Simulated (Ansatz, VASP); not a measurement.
**Two plane-wave programs on AlN**

```
Al N
1.0
     3.08874    0.00000    0.00000
    -1.54437    2.67493    0.00000
     0.00000    0.00000    4.94377
Al N
2 2
Direct
  0.30228 0.66024 0.00152
  0.69772 0.33976 0.50152
  0.36105 0.67240 0.38348
  0.63895 0.32760 0.88348
```

Change from the starting cell: mode 4 frozen in at -0.086 Å and mode 5 at -0.017 Å (largest displacements).

Alike in both runs: task single point; functional LDA; k mesh 9 × 9 × 6; occupations gaussian, width 0.05 eV; no spin polarisation.

|  | VASP | Ansatz |
| --- | --- | --- |
| version | VASP 6.6.1 | Ansatz 0.2.0 |
| potentials or method | VASP PAW LDA potentials, release 64 (Al, N), cutoff 520 eV | scalar-relativistic, plane waves, PAW |
| valence electrons in the cell | 16 | 16 |

VASP gave:

| Quantity | Value |
| --- | --- |
| gap on the k mesh at the Fermi level (eV) | 4.33 |
| least direct gap on the mesh (eV) | 4.33 |
| pressure (GPa) | 0.4 |
| traceless stress, the component that is largest in VASP (GPa) | -0.53 |
| rms of the force components (eV/Å) | 0.233 |

Task: Which values does Ansatz return?

Result: gap on the k mesh at the Fermi level (eV): 4.32; least direct gap on the mesh (eV): 4.32; pressure (GPa): -0.2; traceless stress, the component that is largest in VASP (GPa): -0.55; rms of the force components (eV/Å): 0.233.

LDA's correlation is that of Perdew and Zunger in VASP and of Perdew and Wang (1992) in Ansatz. Atom by atom the forces differ by 0.002 eV/Å (rms over components).
